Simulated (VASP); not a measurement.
# NaCl (Amm2) in VASP: single point with PBE

Aim: the single point of NaCl with PBE.

All numbers are computed with VASP 6.6.1; they aren't measurements. Logs are shortened: lines on timing, memory, paths and dates and some standing lists are left out, and cuts for length are marked.

## 1. The cell of the first run

The typed cell holds 2 atoms: a = 3.747 Å, b = 4.154 Å, c = 4.154 Å, α = 122.68°, β = 90.00°, γ = 90.00°.

## 2. Single point, PBE

Contents of INCAR:

```
PREC     = Accurate       # precision mode
ENCUT    = 520            # plane-wave cutoff, eV
EDIFF    = 1E-7           # SCF threshold, eV
ISMEAR   = 0              # smearing method
SIGMA    = 0.1            # smearing width, eV
LREAL    = F              # projectors in reciprocal space
LASPH    = T              # aspherical terms in the spheres
NELM     = 60             # most SCF steps
ALGO     = Normal         # electronic algorithm
ISIF     = 2              # what is computed and relaxed
LWAVE    = F              # write WAVECAR
LCHARG   = T              # write CHGCAR
GGA      = PE             # functional
LELF     = T              # ELF
LVHAR    = T            
NBANDS   = 14             # bands
```

Contents of KPOINTS:

```
Automatic mesh
0
Gamma
  12 18 18
```

Contents of POSCAR:

```
NaCl
1.0
    3.7467888960      0.0000000000      0.0000000000
    0.0000000000      3.6450436362      1.9924115156
    0.0000000000     -3.6450436362      1.9924115156
Na Cl
1 1
Direct
    0.5000000000      0.4998899079      0.4998899079
    0.0000000000      0.0001100921      0.0001100921
```

Potentials or basis: VASP PAW PBE potentials, release 64 (Na_pv, Cl).

The run is started by

```console
$ cat potpaw_PBE.64/Na_pv/POTCAR potpaw_PBE.64/Cl/POTCAR > POTCAR
$ mpirun -np 1 vasp_std > vasp.out
```

OUTCAR:

```text
PREC = Accurate
   ENCUT = 520
   EDIFF = 1E-7
   ISMEAR = 0
   LREAL = F
   LASPH = T
   NELM = 60
   ISIF = 2
   GGA = PE

 ion  position               nearest neighbor table
   1  0.500  0.500  0.500-
   2  0.000  0.000  0.000-

  LATTYP: Found a base centered orthorhombic cell.
 ALAT       =     3.9848230312
 B/A-ratio  =     1.8294632447
 C/A-ratio  =     0.9402648164

  Lattice vectors:

 A1 = (   0.0000000000,   3.6450436362,   1.9924115156)
 A2 = (   0.0000000000,  -3.6450436362,   1.9924115156)
 A3 = (   3.7467888960,   0.0000000000,   0.0000000000)

Analysis of symmetry for initial positions (statically):
=====================================================================
 Subroutine PRICEL returns:
 Original cell was already a primitive cell.

 Routine SETGRP: Setting up the symmetry group for a
 base centered orthorhombic supercell.

 Subroutine GETGRP returns: Found  4 space group operations
 (whereof  4 operations were pure point group operations)
 out of a pool of  8 trial point group operations.

The static configuration has the point symmetry C_2v.

Analysis of symmetry for dynamics (positions and initial velocities):
=====================================================================
 Subroutine PRICEL returns:
 Original cell was already a primitive cell.

 Routine SETGRP: Setting up the symmetry group for a
 base centered orthorhombic supercell.

 Subroutine GETGRP returns: Found  4 space group operations
 (whereof  4 operations were pure point group operations)
 out of a pool of  8 trial point group operations.

The dynamic configuration has the point symmetry C_2v.

 Subroutine INISYM returns: Found  4 space group operations
 (whereof  4 operations are pure point group operations),
 and found     1 'primitive' translations

----------------------------------------------------------------------------------------

                                     Primitive cell

  volume of cell :      54.4216

  direct lattice vectors                    reciprocal lattice vectors
     3.746788896  0.000000000  0.000000000     0.266895208  0.000000000  0.000000000
     0.000000000  3.645043636  1.992411516     0.000000000  0.137172569  0.250952173
     0.000000000 -3.645043636  1.992411516     0.000000000 -0.137172569  0.250952173

  length of vectors
     3.746788896  4.154039812  4.154039812     0.266895208  0.285995292  0.285995292

  position of ions in fractional coordinates (direct lattice)
     0.500000000  0.499889908  0.499889908
     0.000000000  0.000110092  0.000110092

  ion indices of the primitive-cell ions
   primitive index   ion index
                 1           1
                 2           2

----------------------------------------------------------------------------------------

 KPOINTS: Automatic mesh

Automatic generation of k-mesh.
 Grid dimensions read from file:
 generate k-points for:   12   18   18

 Generating k-lattice:

  Cartesian coordinates                     Fractional coordinates (reciprocal lattice)
     0.022241267  0.000000000  0.000000000     0.083333333  0.000000000  0.000000000
     0.000000000  0.007620698  0.013941787     0.000000000  0.055555556  0.000000000
     0.000000000 -0.007620698  0.013941787     0.000000000  0.000000000  0.055555556

  Length of vectors
     0.022241267  0.015888627  0.015888627

  Shift w.r.t. Gamma in fractional coordinates (k-lattice)
     0.000000000  0.000000000  0.000000000

 Subroutine IBZKPT returns following result:
 ===========================================

 Found    637 irreducible k-points:

 Following reciprocal coordinates:
            Coordinates               Weight
  0.000000  0.000000  0.000000      1.000000
  0.083333  0.000000  0.000000      2.000000
  0.166667  0.000000  0.000000      2.000000
  0.250000  0.000000  0.000000      2.000000
  0.333333  0.000000  0.000000      2.000000
  0.416667  0.000000  0.000000      2.000000
[... 16 lines left out ...]
  0.083333  0.166667  0.000000      8.000000
  0.166667  0.166667  0.000000      8.000000
 [... further k-points ...]
   k-points           NKPTS =    637   k-points in BZ     NKDIM =    637   number of bands    NBANDS=     14
   number of dos      NEDOS =    301   number of ions     NIONS =      2
   total plane-waves  NPLWV =  28672
   dimension x,y,z NGX =    28 NGY =   32 NGZ =   32
   dimension x,y,z NGXF=    56 NGYF=   64 NGZF=   64
   ions per type =               1   1
   NGX,Y,Z   is equivalent  to a cutoff of  12.42, 12.81, 12.81 a.u.
   NGXF,Y,Z  is equivalent  to a cutoff of  24.85, 25.61, 25.61 a.u.
 SYSTEM =  unknown system
   PREC   = accura    normal or accurate (medium, high low for compatibility)
   ISTART =      0    job   : 0-new  1-cont  2-samecut
   ICHARG =      2    charge: 1-file 2-atom 10-const
   ISPIN  =      1    spin polarized calculation?
   LNONCOLLINEAR =      F non collinear calculations
   LSORBIT =      F    spin-orbit coupling
   LASPH  =      T    aspherical Exc in radial PAW
   ENCUT  =  520.0 eV  38.22 Ry    6.18 a.u.   6.97  7.72  7.72*2*pi/ulx,y,z
   NELM   =     60;   NELMIN=  2; NELMDL= -5     # of ELM steps
   EDIFF  = 0.1E-06   stopping-criterion for ELM
   LREAL  =      F    real-space projection
   EDIFFG = 0.1E-05   stopping-criterion for IOM
   NSW    =      0    number of steps for IOM
   IBRION =     -1    ionic relax: 0-MD 1-quasi-New 2-CG
   NFREE  =      0    steps in history (QN), initial steepest desc. (CG)
   ISIF   =      2    stress and relaxation
   ISYM   =      2    0-nonsym 1-usesym 2-fastsym
   POTIM  = 0.5000    time-step for ionic-motion
   TEBEG  =    0.0;   TEEND  =   0.0 temperature during run
   PSTRESS=    0.0 pullay stress
   NELECT =      14.0000    total number of electrons
   NUPDOWN=      -1.0000    fix difference up-down
   EMIN   =  10.00;   EMAX   =-10.00  energy-range for DOS
   EFERMI =   0.00;   METHOD = LEGACY
   ISMEAR =     0;   SIGMA  =   0.10  broadening in eV -4-tet -1-fermi 0-gaus
   EFERMI_NEDOS =   21; number of points for ismear=-14 and -15
   IALGO  =     38    algorithm
   IMIX   =      4    mixing-type and parameters
     AMIX     =   0.40;   BMIX     =  1.00
     AMIX_MAG =   1.60;   BMIX_MAG =  1.00
  volume/ion in A,a.u.               =      27.21       183.63
  Fermi-wavevector in a.u.,A,eV,Ry     =   1.041183  1.967551 14.749567  1.084063
  Thomas-Fermi vector in A             =   2.175793
   LORBIT       =      0    0 simple, 1 ext, 2 COOP (PROOUT), +10 PAW based schemes
   GGA     = PE    functional components
   LHFCALC =     F    Hartree Fock is set to
   AEXX    =    0.0000 exact exchange contribution
   IVDW    =     0    specifies the selected vdW correction
   LEPSILON=     F    determine dielectric tensor
   LRPA    =     F    only Hartree local field effects (RPA)
 non-spin polarized calculation
 Gauss-broadening in eV      SIGMA  =   0.10
  energy-cutoff  :      520.00
  volume of cell :       54.42
 maximum number of plane-waves:      1508
 NGX is ok and might be reduce to    28
   NGX = 13   NGY = 15   NGZ = 15

 number of electron      13.9999991 magnetization

 Free energy of the ion-electron system (eV)
  ---------------------------------------------------
  ext. energy  EPLUGINS =         0.00000000
  ---------------------------------------------------
  free energy    TOTEN  =        -6.51229613 eV

  energy without entropy =       -6.51229613  energy(sigma->0) =       -6.51229613

 E-fermi :  -0.8798     XC(G=0):  -7.2602

 val. band max:       -1.3818592633   @ k =   0.5000   0.0000   0.0000
 cond. band min:       2.7717556637   @ k =   0.0000   0.0000   0.0000
 fundamental gap:      4.1536149269
 Fermi energy:        -0.8797892498

 k-point     1 :       0.0000    0.0000    0.0000
  band No.  band energies     occupation
      1     -22.9129      2.00000
      2     -22.8350      2.00000
      3     -22.8335      2.00000
      4     -14.0545      2.00000
      5      -1.8279      2.00000
      6      -1.6991      2.00000
      7      -1.5564      2.00000
      8       2.7718      0.00000
      9       7.5761      0.00000
     10       9.4521      0.00000
     11       9.6961      0.00000
     12      11.4667      0.00000
     13      13.1628      0.00000
     14      13.4357      0.00000

 k-point     2 :       0.0833    0.0000    0.0000
  band No.  band energies     occupation
      1     -22.9128      2.00000
      2     -22.8369      2.00000
      3     -22.8332      2.00000
      4     -14.0398      2.00000
      5      -1.8542      2.00000
      6      -1.8235      2.00000
      7      -1.5452      2.00000
      8       2.9327      0.00000
      9       7.6757      0.00000
     10       9.5245      0.00000
     11       9.7621      0.00000
     12      11.5186      0.00000
     13      12.8010      0.00000
     14      13.0312      0.00000

 k-point     3 :       0.1667    0.0000    0.0000
  band No.  band energies     occupation
      1     -22.9125      2.00000
      2     -22.8420      2.00000
      3     -22.8326      2.00000
      4     -13.9993      2.00000
      5      -2.2340      2.00000
      6      -1.8112      2.00000
      7      -1.5142      2.00000
      8       3.3461      0.00000
      9       7.8702      0.00000
     10       9.7321      0.00000
     11       9.9580      0.00000
     12      11.6476      0.00000
     13      12.1318      0.00000
     14      12.4045      0.00000
[... 324 lines left out ...]
 k-point    23 :       0.0833    0.1667    0.0000
  band No.  band energies     occupation
      1     -22.9136      2.00000
      2     -22.8384      2.00000
      3     -22.8360      2.00000
      4     -13.9881      2.00000
      5      -2.2529      2.00000
      6      -1.8090      2.00000
      7      -1.6515      2.00000
      8       3.5570      0.00000
      9       8.0610      0.00000
     10       8.3147      0.00000
     11      10.0202      0.00000
     12      11.4211      0.00000
     13      12.9808      0.00000
     14      13.7835      0.00000

 k-point    24 :       0.1667    0.1667    0.0000
  band No.  band energies     occupation
      1     -22.9133      2.00000
      2     -22.8414      2.00000
      3     -22.8369      2.00000
      4     -13.9521      2.00000
      5      -2.2974      2.00000
      6      -2.0772      2.00000
      7      -1.6169      2.00000
      8       3.9188      0.00000
      9       8.2774      0.00000
     10       8.4698      0.00000
     11      10.1647      0.00000
     12      10.7932      0.00000
     13      12.1743      0.00000
     14      13.7433      0.00000

 [... further k-points ...]
[... 5 lines left out ...]
  --------------------------------------------------------------------------------------
  -------------------------------------------------------------------------------------
  Total       -0.0030134     -0.0145764      0.0002547      0.0000000      0.0000000      0.0000000
  in kB       -0.0887153     -0.4291317      0.0074971      0.0000000      0.0000000      0.0000000
  external PRESSURE =      -0.1701166 kB  Pullay stress =       0.0000000 kB

 VOLUME and BASIS-vectors are now :
 -----------------------------------------------------------------------------
  energy-cutoff  :      520.00
  volume of cell :       54.42
      direct lattice vectors                 reciprocal lattice vectors
     3.746788896  0.000000000  0.000000000     0.266895208  0.000000000  0.000000000
     0.000000000  3.645043636  1.992411516     0.000000000  0.137172569  0.250952173
     0.000000000 -3.645043636  1.992411516     0.000000000 -0.137172569  0.250952173

 POSITION                                       TOTAL-FORCE (eV/Angst)
 -----------------------------------------------------------------------------------
      1.87339      0.00000      1.99197         0.000000      0.000000      0.001965
      0.00000      0.00000      0.00044         0.000000      0.000000     -0.001965
 -----------------------------------------------------------------------------------
    total drift:                                0.000000     -0.000000     -0.000028

  FREE ENERGIE OF THE ION-ELECTRON SYSTEM (eV)
  ---------------------------------------------------
  free  energy   TOTEN  =        -6.5122961289 eV

  energy  without entropy=       -6.5122961289  energy(sigma->0) =       -6.51229613
```

Wall time 7.3 min (1 thread of Intel Xeon Platinum 8375C at 2.90GHz (Ice Lake), shared host); peak memory 0.51 GiB.

What came out:

| Property | Result |
| --- | --- |
| Free energy | -6.5123 eV |
| Pressure | 0.0 GPa |
| Band gap on the k mesh | 4.15 eV (least direct gap 4.33 eV) |

A k mesh can miss the band edges.
